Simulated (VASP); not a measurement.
# MgVS3 (Pm-3m) in VASP: notebook

MgVS3 is run at these levels: PBE; tasks: single point.

Everything below comes from runs of VASP 6.6.1. Logs are shortened: lines on timing, memory, paths and dates and some standing lists are left out, and cuts for length are marked.

### Step 1. The cell of the first run

Symmetry: Pm-3m, No. 221, cubic system. The conventional cell has a = 4.556 Å, b = 4.556 Å, c = 4.556 Å, α = 90.00°, β = 90.00°, γ = 90.00°. Within 4.2 Å of Mg (site symmetry m-3m) lie 12 S at 3.22 Å and 8 V at 3.95 Å. V (site symmetry m-3m) has 6 S at 2.28 Å within 3.0 Å. S (site symmetry 4/mmm) has 2 V at 2.28 Å within 3.0 Å.

### Step 2. Single point, PBE, collinear spin, ferromagnetic start

Contents of INCAR:

```
SYSTEM = MgVS3
PREC     = Accurate       ! precision mode
ENCUT    = 520            ! plane-wave cutoff, eV
EDIFF    = 1E-7           ! SCF threshold, eV
ISMEAR   = 0              ! smearing method
SIGMA    = 0.1            ! smearing width, eV
LREAL    = .False.        ! projectors in reciprocal space
LASPH    = .True.         ! aspherical terms in the spheres
NELM     = 150            ! most SCF steps
ALGO     = Normal         ! electronic algorithm
ISIF     = 2              ! what is computed and relaxed
LWAVE    = .False.        ! write WAVECAR
LCHARG   = .True.         ! write CHGCAR
ISPIN    = 2              ! spin polarisation
MAGMOM   = 0 2 0 0 0      ! initial moments
LORBIT   = 11             ! projections on sites
LMAXMIX  = 4              ! l up to which the mixer works
GGA      = PE             ! functional
LELF     = .True.         ! ELF
LVHAR    = .True.       
NBANDS   = 28             ! bands
```

Contents of KPOINTS:

```
regular mesh
0
Gamma
  4 4 4
  0 0 0
```

Contents of POSCAR:

```
MgVS3
1.0
    4.5556532600      0.0000000000      0.0000000000
    0.0000000000      4.5556532600      0.0000000000
    0.0000000000      0.0000000000      4.5556532600
Mg V S
1 1 3
Direct
    0.5000000000      0.5000000000      0.5000000000
    0.0000000000      0.0000000000      0.0000000000
    0.5000000000      0.0000000000      0.0000000000
    0.0000000000      0.5000000000      0.0000000000
    0.0000000000      0.0000000000      0.5000000000
```

Potentials or basis: VASP PAW PBE potentials, release 64 (Mg, V_sv, S).

Started as:

```bash
cat potpaw_PBE.64/Mg/POTCAR potpaw_PBE.64/V_sv/POTCAR potpaw_PBE.64/S/POTCAR > POTCAR
mpirun -np 1 vasp_std > vasp.out
```

OUTCAR:

```text
SYSTEM = MgVS3
   PREC = Accurate
   ENCUT = 520
   EDIFF = 1E-7
   ISMEAR = 0
   LREAL = .False.
   LASPH = .True.
   NELM = 150
   ISIF = 2
   ISPIN = 2
   LORBIT = 11
   GGA = PE

 ion  position               nearest neighbor table
   1  0.500  0.500  0.500-   3 3.22   4 3.22   5 3.22   3 3.22   4 3.22   3 3.22   5 3.22   3 3.22
                             4 3.22   5 3.22   4 3.22   5 3.22
   2  0.000  0.000  0.000-   3 2.28   4 2.28   5 2.28   5 2.28   4 2.28   3 2.28
   3  0.500  0.000  0.000-   2 2.28   2 2.28   1 3.22   1 3.22   1 3.22   1 3.22
   4  0.000  0.500  0.000-   2 2.28   2 2.28   1 3.22   1 3.22   1 3.22   1 3.22
   5  0.000  0.000  0.500-   2 2.28   2 2.28   1 3.22   1 3.22   1 3.22   1 3.22

  LATTYP: Found a simple cubic cell.
 ALAT       =     4.5556532600

  Lattice vectors:

 A1 = (   4.5556532600,   0.0000000000,   0.0000000000)
 A2 = (   0.0000000000,   4.5556532600,   0.0000000000)
 A3 = (   0.0000000000,   0.0000000000,   4.5556532600)

Analysis of symmetry for initial positions (statically):
=====================================================================
 Subroutine PRICEL returns:
 Original cell was already a primitive cell.

 Routine SETGRP: Setting up the symmetry group for a
 simple cubic supercell.

 Subroutine GETGRP returns: Found 48 space group operations
 (whereof 48 operations were pure point group operations)
 out of a pool of 48 trial point group operations.

The static configuration has the point symmetry O_h .

Analysis of symmetry for dynamics (positions and initial velocities):
=====================================================================
 Subroutine PRICEL returns:
 Original cell was already a primitive cell.

 Routine SETGRP: Setting up the symmetry group for a
 simple cubic supercell.

 Subroutine GETGRP returns: Found 48 space group operations
 (whereof 48 operations were pure point group operations)
 out of a pool of 48 trial point group operations.

The dynamic configuration has the point symmetry O_h .

Analysis of structural, dynamic, and magnetic symmetry:
=====================================================================
 Subroutine PRICEL returns:
 Original cell was already a primitive cell.

 Routine SETGRP: Setting up the symmetry group for a
 simple cubic supercell.

 Subroutine GETGRP returns: Found 48 space group operations
 (whereof 48 operations were pure point group operations)
 out of a pool of 48 trial point group operations.

The overall configuration has the point symmetry O_h .

 Subroutine INISYM returns: Found 48 space group operations
 (whereof 48 operations are pure point group operations),
 and found     1 'primitive' translations

----------------------------------------------------------------------------------------

                                     Primitive cell

  volume of cell :      94.5479

  direct lattice vectors                    reciprocal lattice vectors
     4.555653260  0.000000000  0.000000000     0.219507487  0.000000000  0.000000000
     0.000000000  4.555653260  0.000000000     0.000000000  0.219507487  0.000000000
     0.000000000  0.000000000  4.555653260     0.000000000  0.000000000  0.219507487

  length of vectors
     4.555653260  4.555653260  4.555653260     0.219507487  0.219507487  0.219507487

  position of ions in fractional coordinates (direct lattice)
     0.500000000  0.500000000  0.500000000
     0.000000000  0.000000000  0.000000000
     0.500000000  0.000000000  0.000000000
     0.000000000  0.500000000  0.000000000
     0.000000000  0.000000000  0.500000000

  ion indices of the primitive-cell ions
   primitive index   ion index
                 1           1
                 2           2
                 3           3
                 4           4
                 5           5

[... 23 lines left out ...]

 Found     10 irreducible k-points:

 Following reciprocal coordinates:
            Coordinates               Weight
  0.000000  0.000000  0.000000      1.000000
  0.250000  0.000000  0.000000      6.000000
  0.500000  0.000000  0.000000      3.000000
  0.250000  0.250000  0.000000     12.000000
  0.500000  0.250000  0.000000     12.000000
  0.500000  0.500000  0.000000      3.000000
  0.250000  0.250000  0.250000      8.000000
  0.500000  0.250000  0.250000     12.000000
  0.500000  0.500000  0.250000      6.000000
  0.500000  0.500000  0.500000      1.000000
   k-points           NKPTS =     10   k-points in BZ     NKDIM =     10   number of bands    NBANDS=     28
   number of dos      NEDOS =    301   number of ions     NIONS =      5
   total plane-waves  NPLWV =  46656
   dimension x,y,z NGX =    36 NGY =   36 NGZ =   36
   dimension x,y,z NGXF=    72 NGYF=   72 NGZF=   72
   ions per type =               1   1   3
   NGX,Y,Z   is equivalent  to a cutoff of  13.14, 13.14, 13.14 a.u.
   NGXF,Y,Z  is equivalent  to a cutoff of  26.27, 26.27, 26.27 a.u.
 SYSTEM =  MgVS3
   PREC   = accura    normal or accurate (medium, high low for compatibility)
   ISTART =      0    job   : 0-new  1-cont  2-samecut
   ICHARG =      2    charge: 1-file 2-atom 10-const
   ISPIN  =      2    spin polarized calculation?
   LNONCOLLINEAR =      F non collinear calculations
   LSORBIT =      F    spin-orbit coupling
   LASPH  =      T    aspherical Exc in radial PAW
   ENCUT  =  520.0 eV  38.22 Ry    6.18 a.u.   8.47  8.47  8.47*2*pi/ulx,y,z
   NELM   =    150;   NELMIN=  2; NELMDL= -5     # of ELM steps
   EDIFF  = 0.1E-06   stopping-criterion for ELM
   LREAL  =      F    real-space projection
   EDIFFG = 0.1E-05   stopping-criterion for IOM
   NSW    =      0    number of steps for IOM
   IBRION =     -1    ionic relax: 0-MD 1-quasi-New 2-CG
   NFREE  =      0    steps in history (QN), initial steepest desc. (CG)
   ISIF   =      2    stress and relaxation
   ISYM   =      2    0-nonsym 1-usesym 2-fastsym
   POTIM  = 0.5000    time-step for ionic-motion
   TEBEG  =    0.0;   TEEND  =   0.0 temperature during run
   PSTRESS=    0.0 pullay stress
   NELECT =      33.0000    total number of electrons
   NUPDOWN=      -1.0000    fix difference up-down
   EMIN   =  10.00;   EMAX   =-10.00  energy-range for DOS
   EFERMI =   0.00;   METHOD = LEGACY
   ISMEAR =     0;   SIGMA  =   0.10  broadening in eV -4-tet -1-fermi 0-gaus
   EFERMI_NEDOS =   21; number of points for ismear=-14 and -15
   IALGO  =     38    algorithm
   IMIX   =      4    mixing-type and parameters
     AMIX     =   0.40;   BMIX     =  1.00
     AMIX_MAG =   1.60;   BMIX_MAG =  1.00
  volume/ion in A,a.u.               =      18.91       127.61
  Fermi-wavevector in a.u.,A,eV,Ry     =   1.152645  2.178183 18.076564  1.328590
  Thomas-Fermi vector in A             =   2.289294
   LORBIT       =     11    0 simple, 1 ext, 2 COOP (PROOUT), +10 PAW based schemes
   GGA     = PE    functional components
   LHFCALC =     F    Hartree Fock is set to
   AEXX    =    0.0000 exact exchange contribution
   IVDW    =     0    specifies the selected vdW correction
   LEPSILON=     F    determine dielectric tensor
   LRPA    =     F    only Hartree local field effects (RPA)
 spin polarized calculation
 Gauss-broadening in eV      SIGMA  =   0.10
  energy-cutoff  :      520.00
  volume of cell :       94.55
 maximum number of plane-waves:      2560
 NGX is ok and might be reduce to    36
   NGX = 17   NGY = 17   NGZ = 17

 number of electron      32.9999990 magnetization      -0.0107614

 number of electron      32.9999990 magnetization       0.0028626

 Free energy of the ion-electron system (eV)
  ---------------------------------------------------
  ext. energy  EPLUGINS =         0.00000000
  ---------------------------------------------------
  free energy    TOTEN  =       -24.89950271 eV

  energy without entropy =      -24.87833319  energy(sigma->0) =      -24.88891795

 E-fermi :   5.5678     XC(G=0):  -9.8873

 val. band max:        5.5609575912   @ k =   0.5000   0.5000   0.2500
 cond. band min:       5.5898681370   @ k =   0.5000   0.5000   0.5000
 fundamental gap:      0.0289105458
 Fermi energy:         5.5678164263

 spin component 1

 k-point     1 :       0.0000    0.0000    0.0000
  band No.  band energies     occupation
      1     -59.7591      1.00000
      2     -33.6224      1.00000
      3     -33.6224      1.00000
      4     -33.6224      1.00000
      5      -8.9167      1.00000
      6      -6.7570      1.00000
[... 299 lines left out ...]
     27      13.1582      0.00000
     28      13.1582      0.00000
 Fermi energy:         5.5678164263

 spin component 2

 k-point     1 :       0.0000    0.0000    0.0000
  band No.  band energies     occupation
      1     -59.7553      1.00000
      2     -33.6187      1.00000
      3     -33.6187      1.00000
      4     -33.6187      1.00000
      5      -8.9170      1.00000
      6      -6.7574      1.00000
[... 299 lines left out ...]
     27      13.1586      0.00000
     28      13.1586      0.00000

------------------------ aborting loop because EDIFF is reached ----------------------------------------

  FORCE on cell =-STRESS in cart. coord.  units (eV):
  Direction    XX          YY          ZZ          XY          YZ          ZX
  --------------------------------------------------------------------------------------
  -------------------------------------------------------------------------------------
  Total        1.3272752      1.3272752      1.3272752      0.0000000      0.0000000      0.0000000
  in kB       22.4915603     22.4915603     22.4915603      0.0000000      0.0000000      0.0000000
  external PRESSURE =      22.4915603 kB  Pullay stress =       0.0000000 kB

 VOLUME and BASIS-vectors are now :
 -----------------------------------------------------------------------------
  energy-cutoff  :      520.00
  volume of cell :       94.55
      direct lattice vectors                 reciprocal lattice vectors
     4.555653260  0.000000000  0.000000000     0.219507487  0.000000000  0.000000000
     0.000000000  4.555653260  0.000000000     0.000000000  0.219507487  0.000000000
     0.000000000  0.000000000  4.555653260     0.000000000  0.000000000  0.219507487

 POSITION                                       TOTAL-FORCE (eV/Angst)
 -----------------------------------------------------------------------------------
      2.27783      2.27783      2.27783         0.000000      0.000000      0.000000
      0.00000      0.00000      0.00000         0.000000      0.000000      0.000000
      2.27783      0.00000      0.00000         0.000000      0.000000      0.000000
      0.00000      2.27783      0.00000         0.000000      0.000000      0.000000
      0.00000      0.00000      2.27783         0.000000      0.000000      0.000000
 -----------------------------------------------------------------------------------
    total drift:                                0.000000     -0.000000     -0.000000

  FREE ENERGIE OF THE ION-ELECTRON SYSTEM (eV)
  ---------------------------------------------------
  free  energy   TOTEN  =       -24.8995027100 eV

  energy  without entropy=      -24.8783331885  energy(sigma->0) =      -24.88891795

 total charge

# of ion       s       p       d       tot
------------------------------------------
    1        0.151   0.044   0.012   0.206
    2        2.256   6.271   3.077  11.604
    3        1.355   2.383   0.000   3.737
    4        1.355   2.383   0.000   3.737
    5        1.355   2.383   0.000   3.737
--------------------------------------------------
tot          6.471  13.463   3.088  23.022

 magnetization (x)

# of ion       s       p       d       tot
------------------------------------------
    1        0.000   0.000   0.000   0.000
    2        0.000   0.000   0.004   0.004
    3       -0.000  -0.000   0.000  -0.000
    4       -0.000  -0.000   0.000  -0.000
    5       -0.000  -0.000   0.000  -0.000
--------------------------------------------------
tot          0.000  -0.001   0.004   0.003
```

Run time: 83 s. Hardware: 1 thread of Intel Xeon Platinum 8375C at 2.90GHz (Ice Lake), shared host; peak memory 0.26 GiB.

What came out:

* Free energy: -24.8995 eV
* Pressure: 2.2 GPa
* Net moment: 0.00 μB per cell
* Valence electrons inside the program's atomic spheres: Mg 0.21; V 11.60; S 3.74

With open d or f shells a metallic result of PBE can be an artefact of self-interaction; +U or a hybrid may open a gap.

### Step 3. Single point, PBE, collinear spin, ferromagnetic start

This run uses another cell than the first one, of 19.42 Å³/atom.

Contents of INCAR:

```
PREC = Accurate
ENCUT = 520
EDIFF = 1E-6
ISMEAR = 0
SIGMA = 0.1
LREAL = False
LASPH = True
NELM = 150
ALGO = Normal
ISIF = 2
LWAVE = False
LCHARG = False
ISPIN = 2
MAGMOM = 0 0.36 0 0 0
LORBIT = 11
LMAXMIX = 4
GGA = PE
NBANDS = 28
```

Contents of KPOINTS:

```
Automatic mesh
0
Gamma
  8 8 8
```

Changes to POSCAR since step 2:

```diff
@@ -2,5 +2,5 @@
 1.0
-    4.5556532600      0.0000000000      0.0000000000
-    0.0000000000      4.5556532600      0.0000000000
-    0.0000000000      0.0000000000      4.5556532600
+    4.5961589990      0.0000000000      0.0000000000
+    0.0000000000      4.5961589990      0.0000000000
+    0.0000000000      0.0000000000      4.5961589990
 Mg V S
```

Potentials or basis: VASP PAW PBE potentials, release 64 (Mg, V_sv, S).

Started as:

```bash
cat potpaw_PBE.64/Mg/POTCAR potpaw_PBE.64/V_sv/POTCAR potpaw_PBE.64/S/POTCAR > POTCAR
mpirun -np 1 vasp_std > vasp.out
```

OUTCAR:

```text
PREC = Accurate
   ENCUT = 520
   EDIFF = 1E-6
   ISMEAR = 0
   LREAL = False
   LASPH = True
   NELM = 150
   ISIF = 2
   ISPIN = 2
   LORBIT = 11
   GGA = PE

 ion  position               nearest neighbor table
   1  0.500  0.500  0.500-
   2  0.000  0.000  0.000-   3 2.30   4 2.30   5 2.30   5 2.30   4 2.30   3 2.30
   3  0.500  0.000  0.000-   2 2.30   2 2.30
   4  0.000  0.500  0.000-   2 2.30   2 2.30
   5  0.000  0.000  0.500-   2 2.30   2 2.30

  LATTYP: Found a simple cubic cell.
 ALAT       =     4.5961589990
[... 1723 lines left out ...]
     0.000000000  4.596158999  0.000000000     0.000000000  0.217572978  0.000000000
     0.000000000  0.000000000  4.596158999     0.000000000  0.000000000  0.217572978

 POSITION                                       TOTAL-FORCE (eV/Angst)
 -----------------------------------------------------------------------------------
      2.29808      2.29808      2.29808         0.000000      0.000000      0.000000
      0.00000      0.00000      0.00000         0.000000      0.000000      0.000000
      2.29808      0.00000      0.00000         0.000000      0.000000      0.000000
      0.00000      2.29808      0.00000         0.000000      0.000000      0.000000
      0.00000      0.00000      2.29808         0.000000      0.000000      0.000000
 -----------------------------------------------------------------------------------
    total drift:                                0.000000     -0.000000     -0.000000

  FREE ENERGIE OF THE ION-ELECTRON SYSTEM (eV)
  ---------------------------------------------------
  free  energy   TOTEN  =       -24.9389951173 eV

  energy  without entropy=      -24.9259771185  energy(sigma->0) =      -24.93248612

 total charge

# of ion       s       p       d       tot
------------------------------------------
    1        0.132   0.044   0.011   0.188
    2        2.251   6.253   3.044  11.548
    3        1.353   2.380   0.000   3.733
    4        1.353   2.380   0.000   3.733
    5        1.353   2.380   0.000   3.733
--------------------------------------------------
tot          6.442  13.438   3.055  22.935

 magnetization (x)

# of ion       s       p       d       tot
------------------------------------------
    1        0.000  -0.000   0.000   0.000
    2       -0.000  -0.000   0.000   0.000
    3       -0.000  -0.000   0.000  -0.000
    4       -0.000  -0.000   0.000  -0.000
    5       -0.000  -0.000   0.000  -0.000
--------------------------------------------------
tot         -0.000  -0.000   0.000   0.000
```

It took 2.6 min on 1 thread of Intel Xeon Platinum 8375C at 2.90GHz (Ice Lake), shared host; peak memory 0.33 GiB.

What came out:

```yaml
Free_energy: -24.9390 eV
Pressure: -0.1 GPa
Net_moment: 0.00 μB per cell
Valence_electrons_inside_the_program's_atomic_spheres: Mg 0.19; V 11.55; S 3.73
```

Levels at points of the mesh, in eV from the Fermi level:
Spin up:
```
           k point  band 12  band 13  band 14  band 15  band 16  band 17  band 18  band 19  band 20  band 21
(0.00, 0.00, 0.00)    -1.43    -1.43    -1.00    -1.00    -1.00    -0.64    -0.64    -0.64    -0.51     0.41
(0.50, 0.00, 0.00)    -3.47    -3.47    -2.18    -0.95    -0.83    -0.83     0.46     0.97     0.97     1.88
(0.50, 0.50, 0.00)    -3.33    -3.15    -2.74    -2.74     0.14     0.33     1.03     1.03     1.16     2.40
(0.50, 0.50, 0.50)    -4.31    -4.31    -0.78     0.19     0.19     0.19     0.82     0.82     0.82     5.22
```
Spin down:
| k point | band 12 | band 13 | band 14 | band 15 | band 16 | band 17 | band 18 | band 19 | band 20 | band 21 |
| --- | --- | --- | --- | --- | --- | --- | --- | --- | --- | --- |
| (0.00, 0.00, 0.00) | -1.43 | -1.43 | -1.00 | -1.00 | -1.00 | -0.64 | -0.64 | -0.64 | -0.51 | 0.41 |
| (0.50, 0.00, 0.00) | -3.47 | -3.47 | -2.18 | -0.95 | -0.83 | -0.83 | 0.46 | 0.97 | 0.97 | 1.88 |
| (0.50, 0.50, 0.00) | -3.33 | -3.15 | -2.74 | -2.74 | 0.14 | 0.33 | 1.03 | 1.03 | 1.16 | 2.40 |
| (0.50, 0.50, 0.50) | -4.31 | -4.31 | -0.78 | 0.19 | 0.19 | 0.19 | 0.82 | 0.82 | 0.82 | 5.22 |

With open d or f shells a metallic result of PBE can be an artefact of self-interaction; +U or a hybrid may open a gap.
